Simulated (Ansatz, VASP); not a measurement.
## Two plane-wave programs on WC

```xyz
2
Lattice="2.9218 0.0000 0.0000 -1.4609 2.5303 0.0000 0.0000 0.0000 2.8471" Properties=species:S:1:pos:R:3 pbc="T T T"
W     0.0000    0.0000    0.0000
C     1.4609    0.8434    1.4235
```

Alike in both runs: task single point; functional PBE; k mesh 24 × 24 × 22; occupations gaussian, width 0.15 eV; no spin polarisation.

|  | VASP | Ansatz |
| --- | --- | --- |
| version | VASP 6.6.1 | Ansatz 0.2.0 |
| potentials or method | VASP PAW PBE potentials, release 64 (W_sv, C_h), cutoff 1300 eV | scalar-relativistic, plane waves, PAW |
| valence electrons in the cell | 18 | 18 |

```csv
,VASP,Ansatz,Ansatz less VASP
gap on the k mesh at the Fermi level (eV),none,none,-
pressure (GPa),1.0,0.0,-1.01
"traceless stress, the component that is largest in VASP (GPa)",-0.01,-0.18,-0.173
```

A gap of «none» marks a metal or a gap that the smearing closes. The functional is the same, so the differences come from potentials, cutoffs and numerics.

Neither program's run includes spin-orbit coupling.
